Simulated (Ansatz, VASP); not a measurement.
## One calculation of Ba, two programs

```
Ba
1.0
    -2.50328    2.50328    2.50328
     2.50328   -2.50328    2.50328
     2.50328    2.50328   -2.50328
Ba
1
Direct
  0.00000 0.00000 0.00000
```

Alike in both runs: task single point; functional PBEsol; k mesh 6 × 6 × 6; occupations gaussian, width 0.1 eV; no spin polarisation.

```csv
,VASP,Ansatz
version,VASP 6.6.1,Ansatz 0.2.0
potentials or method,"VASP PAW PBE potentials, release 64 (Ba_sv), cutoff 500 eV","scalar-relativistic, plane waves, PAW"
valence electrons in the cell,10,10
```

```tsv
	VASP	Ansatz	Ansatz less VASP
gap on the k mesh at the Fermi level (eV)	none	none	-
pressure (GPa)	-0.5	-0.5	-0.07
```

VASP's potentials were made for PBE, not for PBEsol. A gap of «none» marks a metal or a gap that the smearing closes.

Spin-orbit coupling is off throughout.
